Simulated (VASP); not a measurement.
# AlP (e600) (F-43m) in VASP: single point with PBEsol

Aim: the single point of AlP (e600) with PBEsol.

Program: VASP 6.6.1. These are calculated values, not measurements. Logs are shortened: lines on timing, memory, paths and dates and some standing lists are left out, and cuts for length are marked.

**1. The cell of the first run**

The structure is cubic, space group F-43m (No. 216). Conventional cell: a = 5.470 Å, b = 5.470 Å, c = 5.470 Å, α = 90.00°, β = 90.00°, γ = 90.00°. Al (site symmetry -43m) has 4 P at 2.37 Å within 3.1 Å. P (site symmetry -43m) has 4 Al at 2.37 Å within 3.1 Å.

**2. Single point, PBEsol**

Contents of INCAR:

```
SYSTEM = AlP
ALGO = Normal
EDIFF = 1E-6
ENCUT = 500
GGA = PS
GGA_COMPAT = .FALSE.
ISIF = 2
ISMEAR = 0
LASPH = .TRUE.
LCHARG = .TRUE.
LELF = .TRUE.
LREAL = .FALSE.
LVHAR = .TRUE.
LWAVE = .FALSE.
NBANDS = 11
NELM = 120
PREC = Accurate
SIGMA = 0.02
```

Contents of KPOINTS:

```
k-points
0
G
  8 8 8
  0 0 0
```

Contents of POSCAR:

```
AlP
1.0
    0.0000000000      2.7351565845      2.7351565845
    2.7351565845      0.0000000000      2.7351565845
    2.7351565845      2.7351565845      0.0000000000
Al P
1 1
Direct
    0.0000000000      0.0000000000      0.0000000000
    0.2500000000      0.2500000000      0.2500000000
```

Potentials or basis: VASP PAW PBE potentials, release 64 (Al, P).

Launch:

```sh
$ cat potpaw_PBE.64/Al/POTCAR potpaw_PBE.64/P/POTCAR > POTCAR
$ mpirun -np 1 vasp_std > vasp.out
```

OUTCAR:

```text
SYSTEM = AlP
   EDIFF = 1E-6
   ENCUT = 500
   GGA = PS
   ISIF = 2
   ISMEAR = 0
   LASPH = .TRUE.
   LREAL = .FALSE.
   NELM = 120
   PREC = Accurate

 ion  position               nearest neighbor table
   1  0.000  0.000  0.000-   2 2.37   2 2.37   2 2.37   2 2.37
   2  0.250  0.250  0.250-   1 2.37   1 2.37   1 2.37   1 2.37

  LATTYP: Found a face centered cubic cell.
 ALAT       =     5.4703131690

  Lattice vectors:

 A1 = (   0.0000000000,   2.7351565845,   2.7351565845)
 A2 = (   2.7351565845,   0.0000000000,   2.7351565845)
 A3 = (   2.7351565845,   2.7351565845,   0.0000000000)

Analysis of symmetry for initial positions (statically):
=====================================================================
 Subroutine PRICEL returns:
 Original cell was already a primitive cell.

 Routine SETGRP: Setting up the symmetry group for a
 face centered cubic supercell.

 Subroutine GETGRP returns: Found 24 space group operations
 (whereof 24 operations were pure point group operations)
 out of a pool of 48 trial point group operations.

The static configuration has the point symmetry T_d .

Analysis of symmetry for dynamics (positions and initial velocities):
=====================================================================
 Subroutine PRICEL returns:
 Original cell was already a primitive cell.

 Routine SETGRP: Setting up the symmetry group for a
 face centered cubic supercell.

 Subroutine GETGRP returns: Found 24 space group operations
 (whereof 24 operations were pure point group operations)
 out of a pool of 48 trial point group operations.

The dynamic configuration has the point symmetry T_d .

 Subroutine INISYM returns: Found 24 space group operations
 (whereof 24 operations are pure point group operations),
 and found     1 'primitive' translations

----------------------------------------------------------------------------------------

                                     Primitive cell

  volume of cell :      40.9239

  direct lattice vectors                    reciprocal lattice vectors
     0.000000000  2.735156584  2.735156584    -0.182804891  0.182804891  0.182804891
     2.735156584  0.000000000  2.735156584     0.182804891 -0.182804891  0.182804891
     2.735156584  2.735156584  0.000000000     0.182804891  0.182804891 -0.182804891

  length of vectors
     3.868095537  3.868095537  3.868095537     0.316627358  0.316627358  0.316627358

  position of ions in fractional coordinates (direct lattice)
     0.000000000  0.000000000  0.000000000
     0.250000000  0.250000000  0.250000000

  ion indices of the primitive-cell ions
   primitive index   ion index
                 1           1
                 2           2

----------------------------------------------------------------------------------------

 KPOINTS: k-points

Automatic generation of k-mesh.
 Grid dimensions read from file:
 generate k-points for:    8    8    8

 Generating k-lattice:

  Cartesian coordinates                     Fractional coordinates (reciprocal lattice)
    -0.022850611  0.022850611  0.022850611     0.125000000  0.000000000  0.000000000
     0.022850611 -0.022850611  0.022850611     0.000000000  0.125000000  0.000000000
     0.022850611  0.022850611 -0.022850611     0.000000000  0.000000000  0.125000000

  Length of vectors
     0.039578420  0.039578420  0.039578420

  Shift w.r.t. Gamma in fractional coordinates (k-lattice)
     0.000000000  0.000000000  0.000000000

 Subroutine IBZKPT returns following result:
 ===========================================

 Found     29 irreducible k-points:

 Following reciprocal coordinates:
            Coordinates               Weight
  0.000000  0.000000  0.000000      1.000000
  0.125000  0.000000  0.000000      8.000000
  0.250000  0.000000  0.000000      8.000000
  0.375000  0.000000  0.000000      8.000000
  0.500000  0.000000  0.000000      4.000000
  0.125000  0.125000  0.000000      6.000000
[... 16 lines left out ...]
  0.500000  0.250000  0.125000     48.000000
 -0.375000  0.250000  0.125000     24.000000
 [... further k-points ...]
   k-points           NKPTS =     29   k-points in BZ     NKDIM =     29   number of bands    NBANDS=     11
   number of dos      NEDOS =    301   number of ions     NIONS =      2
   total plane-waves  NPLWV =  21952
   dimension x,y,z NGX =    28 NGY =   28 NGZ =   28
   dimension x,y,z NGXF=    56 NGYF=   56 NGZF=   56
   ions per type =               1   1
   NGX,Y,Z   is equivalent  to a cutoff of  12.03, 12.03, 12.03 a.u.
   NGXF,Y,Z  is equivalent  to a cutoff of  24.07, 24.07, 24.07 a.u.
 SYSTEM =  AlP
   PREC   = accura    normal or accurate (medium, high low for compatibility)
   ISTART =      0    job   : 0-new  1-cont  2-samecut
   ICHARG =      2    charge: 1-file 2-atom 10-const
   ISPIN  =      1    spin polarized calculation?
   LNONCOLLINEAR =      F non collinear calculations
   LSORBIT =      F    spin-orbit coupling
   LASPH  =      T    aspherical Exc in radial PAW
   ENCUT  =  500.0 eV  36.75 Ry    6.06 a.u.   7.05  7.05  7.05*2*pi/ulx,y,z
   NELM   =    120;   NELMIN=  2; NELMDL= -5     # of ELM steps
   EDIFF  = 0.1E-05   stopping-criterion for ELM
   LREAL  =      F    real-space projection
   EDIFFG = 0.1E-04   stopping-criterion for IOM
   NSW    =      0    number of steps for IOM
   IBRION =     -1    ionic relax: 0-MD 1-quasi-New 2-CG
   NFREE  =      0    steps in history (QN), initial steepest desc. (CG)
   ISIF   =      2    stress and relaxation
   ISYM   =      2    0-nonsym 1-usesym 2-fastsym
   POTIM  = 0.5000    time-step for ionic-motion
   TEBEG  =    0.0;   TEEND  =   0.0 temperature during run
   PSTRESS=    0.0 pullay stress
   NELECT =       8.0000    total number of electrons
   NUPDOWN=      -1.0000    fix difference up-down
   EMIN   =  10.00;   EMAX   =-10.00  energy-range for DOS
   EFERMI =   0.00;   METHOD = LEGACY
   ISMEAR =     0;   SIGMA  =   0.02  broadening in eV -4-tet -1-fermi 0-gaus
   EFERMI_NEDOS =   21; number of points for ismear=-14 and -15
   IALGO  =     38    algorithm
   IMIX   =      4    mixing-type and parameters
     AMIX     =   0.40;   BMIX     =  1.00
     AMIX_MAG =   1.60;   BMIX_MAG =  1.00
  volume/ion in A,a.u.               =      20.46       138.08
  Fermi-wavevector in a.u.,A,eV,Ry     =   0.950122  1.795470 12.282408  0.902732
  Thomas-Fermi vector in A             =   2.078469
   LORBIT       =      0    0 simple, 1 ext, 2 COOP (PROOUT), +10 PAW based schemes
   GGA     = PS    functional components
   LHFCALC =     F    Hartree Fock is set to
   AEXX    =    0.0000 exact exchange contribution
   IVDW    =     0    specifies the selected vdW correction
   LEPSILON=     F    determine dielectric tensor
   LRPA    =     F    only Hartree local field effects (RPA)
 non-spin polarized calculation
 Gauss-broadening in eV      SIGMA  =   0.02
  energy-cutoff  :      500.00
  volume of cell :       40.92
 maximum number of plane-waves:      1056
   NGX = 15   NGY = 15   NGZ = 15

 number of electron       8.0000000 magnetization

 Free energy of the ion-electron system (eV)
  ---------------------------------------------------
  ext. energy  EPLUGINS =         0.00000000
  ---------------------------------------------------
  free energy    TOTEN  =       -10.99516462 eV

  energy without entropy =      -10.99516462  energy(sigma->0) =      -10.99516462

 E-fermi :   4.5812     XC(G=0):  -9.3432

 val. band max:        4.4835827822   @ k =   0.0000   0.0000   0.0000
 cond. band min:       5.9329995650   @ k =   0.5000   0.5000   0.0000
 fundamental gap:      1.4494167828
 Fermi energy:         4.5812203950

 k-point     1 :       0.0000    0.0000    0.0000
  band No.  band energies     occupation
      1      -7.0115      2.00000
      2       4.4836      2.00000
      3       4.4836      2.00000
      4       4.4836      2.00000
      5       7.6393      0.00000
      6       8.9879      0.00000
      7       8.9879      0.00000
      8       8.9879      0.00000
      9      13.2794      0.00000
     10      13.2794      0.00000
     11      14.5396      0.00000

 k-point     2 :       0.1250    0.0000    0.0000
  band No.  band energies     occupation
      1      -6.8390      2.00000
      2       3.2437      2.00000
      3       4.3346      2.00000
      4       4.3346      2.00000
      5       8.0818      0.00000
      6       9.2714      0.00000
      7       9.2714      0.00000
      8       9.4864      0.00000
      9      12.7696      0.00000
     10      12.7696      0.00000
     11      15.1817      0.00000

 k-point     3 :       0.2500    0.0000    0.0000
  band No.  band energies     occupation
      1      -6.3532      2.00000
      2       1.2871      2.00000
      3       4.0397      2.00000
      4       4.0397      2.00000
      5       7.7088      0.00000
      6       9.5718      0.00000
      7       9.5718      0.00000
      8      11.2904      0.00000
      9      12.7389      0.00000
     10      12.7389      0.00000
     11      14.6386      0.00000

 k-point     4 :       0.3750    0.0000    0.0000
  band No.  band energies     occupation
      1      -5.6991      2.00000
      2      -0.3579      2.00000
      3       3.8044      2.00000
      4       3.8044      2.00000
      5       7.3315      0.00000
      6       9.3753      0.00000
      7       9.3753      0.00000
      8      12.4678      0.00000
      9      14.1342      0.00000
     10      14.1342      0.00000
     11      14.9362      0.00000
[... 239 lines left out ...]
 k-point    22 :       0.3750    0.2500    0.1250
  band No.  band energies     occupation
      1      -5.9419      2.00000
      2       0.9679      2.00000
      3       2.5706      2.00000
      4       3.5640      2.00000
      5       8.2518      0.00000
      6       9.2212      0.00000
      7       9.8393      0.00000
      8      11.2287      0.00000
      9      12.7433      0.00000
     10      15.1932      0.00000
     11      17.2588      0.00000

 k-point    23 :       0.5000    0.2500    0.1250
  band No.  band energies     occupation
      1      -5.3426      2.00000
      2      -0.1449      2.00000
      3       2.0012      2.00000
      4       3.1770      2.00000
      5       8.3452      0.00000
      6       9.1878      0.00000
      7      10.4357      0.00000
      8      11.5157      0.00000
      9      13.8728      0.00000
     10      15.7094      0.00000
     11      17.1854      0.00000

 k-point    24 :      -0.3750    0.2500    0.1250
  band No.  band energies     occupation
      1      -5.0136      2.00000
      2      -0.7071      2.00000
      3       1.8664      2.00000
      4       2.9880      2.00000
      5       8.3424      0.00000
      6       8.9187      0.00000
      7      11.3034      0.00000
      8      12.0948      0.00000
      9      13.3857      0.00000
     10      15.8219      0.00000
     11      17.1351      0.00000

 [... further k-points ...]
[... 5 lines left out ...]
  --------------------------------------------------------------------------------------
  -------------------------------------------------------------------------------------
  Total        0.0109652      0.0109652      0.0109652      0.0000000      0.0000000     -0.0000000
  in kB        0.4292880      0.4292880      0.4292880      0.0000000      0.0000000     -0.0000000
  external PRESSURE =       0.4292880 kB  Pullay stress =       0.0000000 kB

 VOLUME and BASIS-vectors are now :
 -----------------------------------------------------------------------------
  energy-cutoff  :      500.00
  volume of cell :       40.92
      direct lattice vectors                 reciprocal lattice vectors
     0.000000000  2.735156584  2.735156584    -0.182804891  0.182804891  0.182804891
     2.735156584  0.000000000  2.735156584     0.182804891 -0.182804891  0.182804891
     2.735156584  2.735156584  0.000000000     0.182804891  0.182804891 -0.182804891

 POSITION                                       TOTAL-FORCE (eV/Angst)
 -----------------------------------------------------------------------------------
      0.00000      0.00000      0.00000         0.000000     -0.000000      0.000000
      1.36758      1.36758      1.36758        -0.000000      0.000000     -0.000000
 -----------------------------------------------------------------------------------
    total drift:                                0.000000      0.000000      0.000000

  FREE ENERGIE OF THE ION-ELECTRON SYSTEM (eV)
  ---------------------------------------------------
  free  energy   TOTEN  =       -10.9951646186 eV

  energy  without entropy=      -10.9951646186  energy(sigma->0) =      -10.99516462
```

It took 12 s on 1 thread of AMD EPYC 9R45 (Zen 5), shared host; peak memory 0.12 GiB.

What came out:

```
Free energy            : -10.9952 eV
Pressure               : 0.0 GPa
Band gap on the k mesh : 1.45 eV, indirect (least direct gap 3.16 eV)
```

Caveat: the PAW data sets were made with another functional, which shifts forces and pressure a little. As with any semilocal functional, this PBEsol gap is likely too small.
